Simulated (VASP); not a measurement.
**Al7Ru8: relaxation of cell and atoms with r2SCAN**

Crystal: Al7Ru8.

```xyz
15
Lattice="-5.9652 0.0000 0.0000 -2.9826 5.9652 0.0000 -2.9826 0.0000 -5.9652" Properties=species:S:1:pos:R:3 pbc="T T T"
Al   -3.0329    0.0005   -5.9485
Al   -8.9356    3.0283   -5.9649
Al   -2.9882    2.9691   -2.9618
Al   -8.9466    5.9398   -2.9617
Al   -5.9815    2.9848   -5.9458
Al   -5.9309    2.9928   -3.0238
Al   -5.9333    5.9647   -2.9612
Ru   -4.4890    1.5083   -1.5243
Ru   -4.4919    4.4761   -1.5041
Ru   -7.4929    4.4713   -4.4810
Ru   -7.4250    1.5220   -1.4952
Ru   -4.4991    1.5048   -4.5017
Ru   -7.4457    4.4566   -1.5439
Ru  -10.4266    4.4598   -4.4809
Ru   -7.4769    1.4937   -4.4824
```

```
Program                : VASP 6.6.1
Task                   : relaxation of cell and atoms
Functional             : r2SCAN
Potentials or basis    : VASP PAW PBE potentials, release 64 (Al, Ru_pv)
Cutoff                 : 600 eV
k mesh                 : 3 × 2 × 2, shifted
Occupations            : gaussian, width 0.1 eV
Spin                   : no spin polarisation
Dipole correction      : no
Further INCAR settings : LREAL = Auto; ALGO = Normal; EDIFF = 1e-06; ISYM = 0; IBRION = 2; EDIFFG = -0.04; NSW = 70; ISIF = 3
```

```json
{"Relaxed volume": "13.77 Å³/atom", "Relaxed cell": "a = 5.850 Å, b = 6.606 Å, c = 6.606 Å, α = 78.90°, β = 64.08°, γ = 64.08°", "Space group after relaxing (to 0.1 Å)": "I4/mmm (No. 139)", "Energy gained by relaxing": "27.8 meV/atom", "Ionic steps": "19", "Pressure after relaxing": "0.0 GPa", "Largest force after relaxing": "0.029 eV/Å", "Band gap on the k mesh": "zero (an odd number of electrons rules out a gap without spin polarisation)"}
```

Forces in eV/Å, atoms in the order of the input:
```
Al  -0.009  0.002  0.009
Al   0.003 -0.012  0.015
Al   0.006 -0.011  0.008
Al  -0.013 -0.013  0.016
Al  -0.008  0.003 -0.016
Al  -0.003  0.021 -0.008
Al   0.011  0.018  0.000
Ru   0.009  0.018 -0.020
Ru  -0.020 -0.013  0.003
Ru   0.000  0.004 -0.008
Ru   0.005  0.010 -0.001
Ru  -0.013 -0.001 -0.004
Ru   0.024  0.011  0.005
Ru  -0.007 -0.027  0.009
Ru   0.013 -0.009 -0.008
```

Step by step:
| step | energy change (eV) | largest force (eV/Å) | pressure (GPa) | volume (Å³) |
| --- | --- | --- | --- | --- |
| 1 | 0.0000 | 0.9784 | -3.75 | 212.27 |
| 2 | -0.1778 | 0.6249 | 5.58 | 202.26 |
| 3 | -0.2002 | 0.7106 | 3.07 | 204.66 |
| 4 | -0.3272 | 0.4008 | 0.06 | 206.79 |
| 5 | -0.3281 | 0.3975 | 0.24 | 206.63 |
| 6 | -0.3520 | 0.2334 | -0.54 | 207.32 |
| 7 | -0.3600 | 0.2168 | -1.23 | 207.95 |
| 8 | -0.3744 | 0.2319 | -0.32 | 206.99 |
| 9 | -0.3820 | 0.2572 | 0.99 | 205.66 |
| 10 | -0.3957 | 0.1966 | 0.85 | 205.76 |
| 11 | -0.4103 | 0.1325 | 0.63 | 205.94 |
| 12 | -0.3922 | 0.3538 | 0.36 | 206.29 |
| 13 | -0.4122 | 0.1142 | 0.55 | 206.01 |
| 14 | -0.4123 | 0.1179 | 0.54 | 206.03 |
| 15 | -0.4149 | 0.0868 | -0.31 | 206.84 |
| 16 | -0.4149 | 0.0862 | -0.29 | 206.83 |
| 17 | -0.4163 | 0.0617 | -0.13 | 206.66 |
| 18 | -0.4169 | 0.0543 | 0.03 | 206.48 |
| 19 | -0.4173 | 0.0291 | 0.01 | 206.50 |

Final structure:
```
CELL_PARAMETERS angstrom
-5.84960 -0.01848 0.01831
-2.90645 5.93221 0.00389
-2.90664 -0.00398 -5.93254
ATOMIC_POSITIONS crystal
Al 0.99969 0.00048 0.00121
Al 0.75802 0.48630 0.00017
Al 0.00036 0.50068 0.50110
Al 0.75761 0.99972 0.48679
Al 0.24125 0.51527 0.00193
Al 0.49973 0.49991 0.50062
Al 0.24166 0.00149 0.51574
Ru 0.49093 0.24637 0.24666
Ru 0.26409 0.75517 0.24679
Ru 0.50904 0.75395 0.75448
Ru 0.01596 0.24698 0.24755
Ru 0.26410 0.24626 0.75547
Ru 0.73562 0.75443 0.24727
Ru 0.98305 0.75479 0.75495
Ru 0.73556 0.24668 0.75504
```

Levels at points of the mesh, in eV from the Fermi level:
| k point | band 66 | band 67 | band 68 | band 69 | band 70 | band 71 |
| --- | --- | --- | --- | --- | --- | --- |
| (0.00, 0.25, 0.25) | 0.12 | 0.38 | 0.48 | 0.49 | 0.54 | 0.89 |

Run time: 79 min on 1 thread of Intel(R) Xeon(R) 6975P-C (Granite Rapids), on a shared host, peak memory 0.47 GiB.

Caveat: the k points lie up to 0.53 Å⁻¹ apart in the final cell, too coarse for converged energies and pressures of a metal; the PAW data sets were made with another functional, which shifts forces and pressure a little.
